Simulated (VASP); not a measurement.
# HfB2 (P6/mmm) in VASP: notebook, part 2 of 2

VASP 6.6.1. Earlier steps stand in the parts before.

**3. Single point, PBE**

This run uses another cell than the first one, of 10.70 Å³/atom, 1.038 times its volume.

Input file INCAR:

```
SYSTEM = HfB2
ALGO = Normal
EDIFF = 1E-6
ENCUT = 520
GGA = PE
ISIF = 2
ISMEAR = -1
LASPH = .True.
LCHARG = .False.
LREAL = .False.
LWAVE = .False.
NBANDS = 15
NELM = 60
PREC = Accurate
SIGMA = 0.05
```

Input file KPOINTS:

```
k-points
0
Gamma
  11 11 8
  0 0 0
```

Input file POSCAR:

```
HfB2
1.0
    3.2215946835      0.0000000000      0.0000000000
   -1.6107973418      2.7899830748      0.0000000000
    0.0000000000      0.0000000000      3.5704297767
Hf B
1 2
Direct
    0.0000000000      0.0000000000      0.0000000000
    0.3333333333      0.6666666667      0.5000000000
    0.6666666667      0.3333333333      0.5000000000
```

Potentials or basis: VASP PAW PBE potentials, release 64 (Hf_pv, B).

Started as:

```sh
cat potpaw_PBE.64/Hf_pv/POTCAR potpaw_PBE.64/B/POTCAR > POTCAR
mpirun -np 1 vasp_std > vasp.out
```

OUTCAR:

```text
SYSTEM = HfB2
   EDIFF = 1E-6
   ENCUT = 520
   GGA = PE
   ISIF = 2
   ISMEAR = -1
   LASPH = .True.
   LREAL = .False.
   NELM = 60
   PREC = Accurate

 ion  position               nearest neighbor table
   1  0.000  0.000  0.000-   2 2.58   3 2.58   2 2.58   3 2.58   3 2.58   3 2.58   2 2.58   2 2.58
                             3 2.58   3 2.58   2 2.58   2 2.58
   2  0.333  0.667  0.500-   3 1.86   3 1.86   3 1.86   1 2.58   1 2.58   1 2.58   1 2.58   1 2.58
                             1 2.58
   3  0.667  0.333  0.500-   2 1.86   2 1.86   2 1.86   1 2.58   1 2.58   1 2.58   1 2.58   1 2.58
                             1 2.58

  LATTYP: Found a hexagonal cell.
 ALAT       =     3.2215946835
 C/A-ratio  =     1.1082802548

  Lattice vectors:

 A1 = (   3.2215946835,   0.0000000000,   0.0000000000)
 A2 = (  -1.6107973418,   2.7899830748,   0.0000000000)
 A3 = (   0.0000000000,   0.0000000000,   3.5704297767)

Analysis of symmetry for initial positions (statically):
=====================================================================
 Subroutine PRICEL returns:
 Original cell was already a primitive cell.

 Routine SETGRP: Setting up the symmetry group for a
 hexagonal supercell.

 Subroutine GETGRP returns: Found 24 space group operations
 (whereof 24 operations were pure point group operations)
 out of a pool of 24 trial point group operations.

The static configuration has the point symmetry D_6h.

Analysis of symmetry for dynamics (positions and initial velocities):
=====================================================================
 Subroutine PRICEL returns:
 Original cell was already a primitive cell.

 Routine SETGRP: Setting up the symmetry group for a
 hexagonal supercell.

 Subroutine GETGRP returns: Found 24 space group operations
 (whereof 24 operations were pure point group operations)
 out of a pool of 24 trial point group operations.

The dynamic configuration has the point symmetry D_6h.

 Subroutine INISYM returns: Found 24 space group operations
 (whereof 24 operations are pure point group operations),
 and found     1 'primitive' translations
[... 122 lines left out ...]
   GGA     = PE    functional components
   LHFCALC =     F    Hartree Fock is set to
   AEXX    =    0.0000 exact exchange contribution
   IVDW    =     0    specifies the selected vdW correction
   LEPSILON=     F    determine dielectric tensor
   LRPA    =     F    only Hartree local field effects (RPA)
 non-spin polarized calculation
  energy-cutoff  :      520.00
  volume of cell :       32.09
 maximum number of plane-waves:       882
 NGX is ok and might be reduce to    24
   NGX = 11   NGY = 11   NGZ = 13

 number of electron      16.0000003 magnetization

 Free energy of the ion-electron system (eV)
  ---------------------------------------------------
  ext. energy  EPLUGINS =         0.00000000
  ---------------------------------------------------
  free energy    TOTEN  =       -26.28524092 eV

  energy without entropy =      -26.28362966  energy(sigma->0) =      -26.28443529

 E-fermi :   6.9682     XC(G=0): -12.2396

 val. band max:        6.8671410208   @ k =   0.0909   0.0909   0.2500
 cond. band min:       7.0522158973   @ k =   0.2727   0.1818   0.0000
 fundamental gap:      0.1850748765
 Fermi energy:         6.9681550720

 k-point     1 :       0.0000    0.0000    0.0000
  band No.  band energies     occupation
      1     -23.8128      2.00000
      2     -23.4041      2.00000
      3     -23.4041      2.00000
      4      -6.2341      2.00000
      5       4.2547      2.00000
      6       4.2870      2.00000
      7       4.3327      2.00000
      8       4.3327      2.00000
      9      10.7215      0.00000
     10      10.7215      0.00000
     11      11.3293      0.00000
     12      11.3293      0.00000
     13      11.4966      0.00000
     14      11.7523      0.00000
[... 401 lines left out ...]
      2     -23.6702      2.00000
      3     -23.4760      2.00000
      4      -4.9652      2.00000
      5       1.9585      2.00000
      6       2.9934      2.00000
      7       3.6933      2.00000
      8       5.8278      2.00000
      9       7.8565      0.00000
     10      10.2190      0.00000
     11      10.9640      0.00000
     12      11.5780      0.00000
     13      12.8247      0.00000
     14      13.4722      0.00000
     15      14.8086      0.00000

 [... further k-points ...]
[... 5 lines left out ...]
  --------------------------------------------------------------------------------------
  -------------------------------------------------------------------------------------
  Total       -3.3862067     -3.3862073     -2.9022055      0.0000000      0.0000000      0.0000000
  in kB     -169.0561910   -169.0562199   -144.8924596      0.0000000      0.0000000      0.0000000
  external PRESSURE =    -161.0016235 kB  Pullay stress =       0.0000000 kB

 VOLUME and BASIS-vectors are now :
 -----------------------------------------------------------------------------
  energy-cutoff  :      520.00
  volume of cell :       32.09
      direct lattice vectors                 reciprocal lattice vectors
     3.221594683  0.000000000  0.000000000     0.310405280  0.179212557  0.000000000
    -1.610797342  2.789983075  0.000000000     0.000000000  0.358425113  0.000000000
     0.000000000  0.000000000  3.570429777     0.000000000  0.000000000  0.280078327

 POSITION                                       TOTAL-FORCE (eV/Angst)
 -----------------------------------------------------------------------------------
      0.00000      0.00000      0.00000        -0.000000      0.000000     -0.000000
     -0.00000      1.85999      1.78521        -0.000000      0.000000     -0.000000
      1.61080      0.92999      1.78521         0.000000     -0.000000      0.000000
 -----------------------------------------------------------------------------------
    total drift:                               -0.000000      0.000000      0.000000

  FREE ENERGIE OF THE ION-ELECTRON SYSTEM (eV)
  ---------------------------------------------------
  free  energy   TOTEN  =       -26.2852409157 eV

  energy  without entropy=      -26.2836296650  energy(sigma->0) =      -26.28443529
```

OSZICAR:

```text
N       E                     dE             d eps       ncg     rms          rms(c)
DAV:   1     0.267414512479E+02    0.26741E+02   -0.79677E+03  2400   0.998E+02
DAV:   2    -0.270659113797E+02   -0.53807E+02   -0.50404E+02  3254   0.216E+02
DAV:   3    -0.285694780111E+02   -0.15036E+01   -0.14983E+01  3177   0.263E+01
DAV:   4    -0.285763935922E+02   -0.69156E-02   -0.69143E-02  2827   0.222E+00
DAV:   5    -0.285764425294E+02   -0.48937E-04   -0.48937E-04  3184   0.164E-01    0.461E+01
DAV:   6    -0.263866425151E+02    0.21898E+01   -0.27942E+00  2876   0.115E+01    0.344E+01
DAV:   7    -0.263329699389E+02    0.53673E-01   -0.81511E-01  3023   0.643E+00    0.117E+01
DAV:   8    -0.262892593935E+02    0.43711E-01   -0.18426E-01  2807   0.311E+00    0.140E+00
DAV:   9    -0.262854253039E+02    0.38341E-02   -0.16406E-02  2750   0.992E-01    0.359E-01
DAV:  10    -0.262852349903E+02    0.19031E-03   -0.73169E-04  2953   0.222E-01    0.249E-01
DAV:  11    -0.262852436666E+02   -0.86763E-05   -0.56143E-05  2953   0.569E-02    0.115E-01
DAV:  12    -0.262852408884E+02    0.27782E-05   -0.34356E-06  2673   0.136E-02    0.764E-03
DAV:  13    -0.262852409157E+02   -0.27267E-07   -0.21614E-07  1333   0.382E-03
   1 F= -.26285241E+02 E0= -.26284435E+02  d E =-.161125E-02
```

It took 14 s on 1 thread of Intel Xeon 6975P-C (Granite Rapids), shared host; peak memory 0.17 GiB.

What came out:

```
Free energy            : -26.2852 eV
Pressure               : -16.1 GPa
Band gap on the k mesh : zero (band 8 reaches 7.62 eV, above the bottom of band 9 at 6.62 eV)
```

Levels at points of the mesh, in eV from the Fermi level:
| k point | band 6 | band 7 | band 8 | band 9 | band 10 | band 11 |
| --- | --- | --- | --- | --- | --- | --- |
| (0.00, 0.00, 0.00) | -2.68 | -2.64 | -2.64 | 3.75 | 3.75 | 4.36 |
| (0.00, 0.00, 0.50) | -1.06 | -1.06 | 0.40 | 0.40 | 1.04 | 1.04 |

Caveat: spin-orbit coupling is left out, which moves the levels of the heavy elements.

**4. Single point, PBE**

This run uses another cell than the first one, of 11.09 Å³/atom, 1.077 times its volume.

Input file INCAR:

```
  ALGO = Normal
  EDIFF = 1E-7
  ENCUT = 520
  GGA = PE
  ISIF = 2
  ISMEAR = -1
  LASPH = T
  LCHARG = F
  LREAL = F
  LWAVE = F
  NBANDS = 15
  NELM = 80
  PREC = Accurate
  SIGMA = 0.05
```

Input file KPOINTS:

```
k-points
0
Gamma
  11 11 8
```

Input file POSCAR:

```
HfB2
1.0
    3.2608862960      0.0000000000      0.0000000000
   -1.6304431480      2.8240106122      0.0000000000
    0.0000000000      0.0000000000      3.6139758949
Hf B
1 2
Direct
    0.0000000000      0.0000000000      0.0000000000
    0.3333333333      0.6666666667      0.5000000000
    0.6666666667      0.3333333333      0.5000000000
```

Started as:

```sh
cat potpaw_PBE.64/Hf_pv/POTCAR potpaw_PBE.64/B/POTCAR > POTCAR
mpirun -np 1 vasp_std > vasp.out
```

It took 14 s on 1 thread of Intel Xeon 6975P-C (Granite Rapids), shared host; peak memory 0.16 GiB.

The run converged. Its results:

| Quantity | Value |
| --- | --- |
| Free energy | -26.1420 eV |
| Pressure | -22.4 GPa |
| Band gap on the k mesh | zero (band 8 reaches 7.32 eV, above the bottom of band 9 at 6.36 eV) |

Stress tensor (GPa, compression positive):
```
-23.56   0.00   0.00
  0.00 -23.56   0.00
  0.00   0.00 -20.20
```

Levels at points of the mesh, in eV from the Fermi level:
| k point | band 6 | band 7 | band 8 | band 9 | band 10 | band 11 |
| --- | --- | --- | --- | --- | --- | --- |
| (0.00, 0.00, 0.00) | -2.64 | -2.57 | -2.57 | 3.58 | 3.58 | 4.17 |
| (0.00, 0.00, 0.50) | -1.06 | -1.06 | 0.38 | 0.38 | 0.99 | 0.99 |

Caveat: spin-orbit coupling is left out, which moves the levels of the heavy elements.

**5. The runs side by side**

```tsv
cell	gap on the mesh (eV)	pressure (GPa)
a = 3.181, b = 3.181, c = 3.526 Å, angles 90.0, 90.0, 120.0°, 3 atoms	none	-8.4
a = 3.222, b = 3.222, c = 3.570 Å, angles 90.0, 90.0, 120.0°, 3 atoms	none	-16.1
a = 3.261, b = 3.261, c = 3.614 Å, angles 90.0, 90.0, 120.0°, 3 atoms	none	-22.4
```

Alike in all rows: task single point; level PBE; potentials or basis VASP PAW PBE potentials, release 64 (Hf_pv, B); no spin polarisation; k mesh 11 × 11 × 8; cutoff (eV) 520; smearing fermi-dirac 0.05 eV.

Caveats: spin-orbit coupling is left out, which moves the levels of the heavy elements.

Absolute energies hang on the potentials; compare differences alone.
